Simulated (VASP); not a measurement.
Wanted: the native input for a VASP 6.6.1 run.

```yaml
Task: relaxation of cell and atoms
Functional: PBEsol
Potentials_or_basis: VASP PAW PBE potentials, release 64 (Sc_sv)
Cutoff: 600 eV
k_mesh: 10 × 10 × 10
Occupations: fermi-dirac, width 0.05 eV
Spin: no spin polarisation
Target_pressure: 10 GPa
Dipole_correction: no
Further_INCAR_settings: ALGO = Normal; EDIFF = 1e-06; IBRION = 2; EDIFFG = -0.01; NSW = 60; ISIF = 3
```

The structure of Sc lies in POSCAR:

```
Sc
1.0
    0.0000000000      2.2600000000      2.2600000000
    2.2600000000      0.0000000000      2.2600000000
    2.2600000000      2.2600000000      0.0000000000
Sc
1
Direct
    0.0000000000      0.0000000000      0.0000000000
```

The input as run:

INCAR

```
SYSTEM = Sc
PREC = Accurate
ENCUT = 600
EDIFF = 1E-6
ISMEAR = -1
SIGMA = 0.05
LREAL = .False.
LASPH = .True.
NELM = 100
ALGO = Normal
ISIF = 3
LWAVE = .False.
LCHARG = .False.
GGA = PS
IBRION = 2
NSW = 60
EDIFFG = -0.01
PSTRESS = 100.0
```

KPOINTS

```
regular mesh
0
Gamma
  10 10 10
  0 0 0
```

Potentials or basis: VASP PAW PBE potentials, release 64 (Sc_sv).

Run with:

```sh
$ cat potpaw_PBE.64/Sc_sv/POTCAR > POTCAR
$ mpirun -np 1 vasp_std > vasp.out
```

It gave:

| Item | Value |
| --- | --- |
| Relaxed volume | 20.39 Å³/atom |
| Relaxed cell | a = 3.066 Å, b = 3.066 Å, c = 3.066 Å, α = 60.00°, β = 60.00°, γ = 60.00° |
| Space group after relaxing (to 0.05 Å) | Fm-3m (No. 225) |
| Energy change on relaxing (the enthalpy is what falls) | +89.9 meV/atom |
| Ionic steps | 3 |
| Pressure after relaxing | 10.0 GPa |

Caveat: the cell is relaxed towards a set pressure, so the enthalpy falls and the energy may rise; the PAW data sets were made with another functional, which shifts forces and pressure a little.

Run time: 40 s on 1 thread of AMD EPYC 7R13 Processor (Zen 3), with other jobs on the host, peak memory 0.14 GiB.
